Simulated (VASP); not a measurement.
The system is Si2W.

```
CELL_PARAMETERS angstrom
-1.60690 1.60690 3.91495
1.60690 -1.60690 3.91495
1.60690 1.60690 -3.91495
ATOMIC_POSITIONS crystal
W 0.00000 0.00000 0.00000
Si 0.66530 0.66530 0.00000
Si 0.33470 0.33470 0.00000
```

* Program: VASP 6.6.1
* Task: relaxation of cell and atoms
* Functional: PBE
* Dispersion: D3(BJ)
* Potentials or basis: VASP PAW PBE potentials, release 64 (W_sv, Si)
* Cutoff: 600 eV
* k mesh: 12 × 12 × 12
* Occupations: fermi-dirac, width 0.05 eV
* Spin: no spin polarisation

At the start: pressure -3.6 GPa; volume 13.48 Å³/atom.

Question: Where does the relaxation end?

Answer: Over 6 steps the energy falls by 2.7 meV/atom and the volume is 13.26 Å³/atom (-1.6 %); space group I4/mmm (No. 139, to 0.05 Å).

The path:
| step | energy change (eV) | largest force (eV/Å) | pressure (GPa) | volume (Å³) |
| --- | --- | --- | --- | --- |
| 1 | 0.0000 | 0.0699 | -3.65 | 40.44 |
| 2 | 0.0164 | 0.1214 | 7.20 | 38.67 |
| 3 | -0.0076 | 0.0889 | 0.07 | 39.79 |
| 4 | -0.0081 | 0.0077 | -0.03 | 39.78 |
| 5 | -0.0081 | 0.0149 | -0.02 | 39.78 |
| 6 | -0.0081 | 0.0046 | 0.03 | 39.77 |

Final structure:
```xyz
3
Lattice="-1.5968 1.5968 3.8995 1.5968 -1.5968 3.8995 1.5968 1.5968 -3.8995" Properties=species:S:1:pos:R:3 pbc="T T T"
W     0.0000    0.0000    0.0000
Si    1.5968    1.5968    1.2948
Si    0.0000    0.0000    2.6047
```

Caveat: pairwise dispersion overbinds metals, which lowers pressure and volume.
